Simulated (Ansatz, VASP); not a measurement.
## GaSb3: VASP beside Ansatz

File INCAR:

```
SYSTEM = GaSb3
ALGO = Normal
EDIFF = 1E-6
ENCUT = 520
GGA = PE
ISIF = 2
ISMEAR = -1
LASPH = .True.
LCHARG = .True.
LELF = .True.
LREAL = .False.
LVHAR = .True.
LWAVE = .False.
NBANDS = 22
NELM = 60
PREC = Accurate
SIGMA = 0.05
```

Contents of KPOINTS:

```
k-points
0
Gamma
  6 6 6
  0 0 0
```

The input POSCAR:

```
GaSb3
1.0
    0.0000000000      3.7553016472      3.7553016472
    3.7553016472      0.0000000000      3.7553016472
    3.7553016472      3.7553016472      0.0000000000
Sb Ga
3 1
Direct
    0.5000000000      0.5000000000      0.5000000000
    0.7500000000      0.7500000000      0.7500000000
    0.2500000000      0.2500000000      0.2500000000
    0.0000000000      0.0000000000      0.0000000000
```

input.yaml

```yaml
crystal:
  lattice:
    - [0.0, 3.7553016472, 3.7553016472]
    - [3.7553016472, 0.0, 3.7553016472]
    - [3.7553016472, 3.7553016472, 0.0]
  atoms:
    - { symbol: Sb, position: [0.5, 0.5, 0.5] }
    - { symbol: Sb, position: [0.75, 0.75, 0.75] }
    - { symbol: Sb, position: [0.25, 0.25, 0.25] }
    - { symbol: Ga, position: [0.0, 0.0, 0.0] }
hamiltonian:
  xc: pbe
  pseudopotentials: { kind: paw }
kpoints:
  mp_grid: { grid: [6, 6, 6] }
scf:
  occupations: { method: fermi_dirac, width: 0.05 }
output:
  forces: true
  stress: true
  eigenvalues: true
```

Alike in both runs: task single point; functional PBE; k mesh 6 × 6 × 6; occupations fermi-dirac, width 0.05 eV; no spin polarisation.

|  | VASP | Ansatz |
| --- | --- | --- |
| version | VASP 6.6.1 | Ansatz 0.2.0 |
| potentials or method | VASP PAW PBE potentials, release 64 (Sb, Ga_d) | Ansatz PAW |
| plane-wave cutoff (eV) | 520 | 420 |
| valence electrons in the cell | 28 | 58 |

```tsv
	VASP	Ansatz	Ansatz less VASP
gap on the k mesh at the Fermi level (eV)	none	none	-
pressure (GPa)	-1.5	-1.4	+0.10
```

A gap of «none» marks a metal or a gap that the smearing closes. VASP's potentials hold 28 valence electrons a cell and Ansatz's 58, so a difference there can come from the potentials and not from the codes.

Neither program's run includes spin-orbit coupling.
